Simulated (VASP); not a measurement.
Runs of VASP 6.6.1 on CdTe. The structure is that of space group F-43m (No. 216), or close to it. The cells are those of the table. 

| cell | k mesh | smearing | gap on the mesh (eV) | pressure (GPa) |
| --- | --- | --- | --- | --- |
| a = 4.497 Å, angles 60.0°, 2 atoms | 8 × 8 × 8 | gaussian 0.02 eV | 0.83 | 3.1 |
| a = 4.747 Å, angles 60.0°, 2 atoms | 4 × 4 × 4 | gaussian 0.05 eV | 0.34 | (a) |
| a = 4.799 Å, angles 60.0°, 2 atoms | 4 × 4 × 4 | gaussian 0.05 eV | (b) | -3.8 |
| a = 4.590 Å, angles 60.0°, 2 atoms | 4 × 4 × 4 | gaussian 0.05 eV | 0.63 | 0.4 |

Alike in all rows: task single point; level PBEsol; potentials or basis VASP PAW PBE potentials, release 64 (Cd, Te); no spin polarisation; cutoff (eV) 500.

Question: Fill in the values left out.

Answer: (a) -3.0; (b) 0.25.

Caveats: the PAW data sets were made with another functional, which shifts forces and pressure a little; spin-orbit coupling is left out, which moves the levels of the heavy elements; the cell stands under tension (at least some runs); the cell stands under pressure (at least some runs).

A k mesh can miss the band edges, and the runs leave out spin-orbit coupling on Cd, Te.
